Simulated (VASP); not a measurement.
Runs of VASP 6.6.1 on KBa. The structure is that of space group P4/mmm (No. 123), or close to it. The cells are those of the table. 

| task | cell | k mesh | cutoff (eV) | gap on the mesh (eV) | pressure (GPa) |
| --- | --- | --- | --- | --- | --- |
| relaxation of cell and atoms | relaxed from a = 3.900, b = 3.900, c = 5.112 Å, 2 atoms | 4 × 4 × 4 | 600 | none | 0.1 |
| single point | a = 4.375, b = 4.375, c = 7.127 Å, 2 atoms | 12 × 12 × 10 | 520 | none | (a) |
| single point | a = 4.614, b = 4.614, c = 6.245 Å, 2 atoms | 4 × 4 × 4 | 520 | none | 0.2 |
| single point | a = 3.900, b = 3.900, c = 5.112 Å, 2 atoms | 6 × 6 × 4 | 520 | none | 7.9 |

Alike in all rows: level PBE; potentials or basis VASP PAW PBE potentials, release 64 (K_sv, Ba_sv); no spin polarisation; smearing gaussian 0.1 eV.

**Question.** Estimate the missing entries.

**Answer.** (a) 0.0.

Caveats: some runs use coarse meshes; spin-orbit coupling is left out, which moves the levels of the heavy elements; the cell stands under pressure (at least some runs).

A k mesh can miss the band edges, and the runs leave out spin-orbit coupling on Ba.

A gap of «none» marks levels without a gap at the run's occupations.
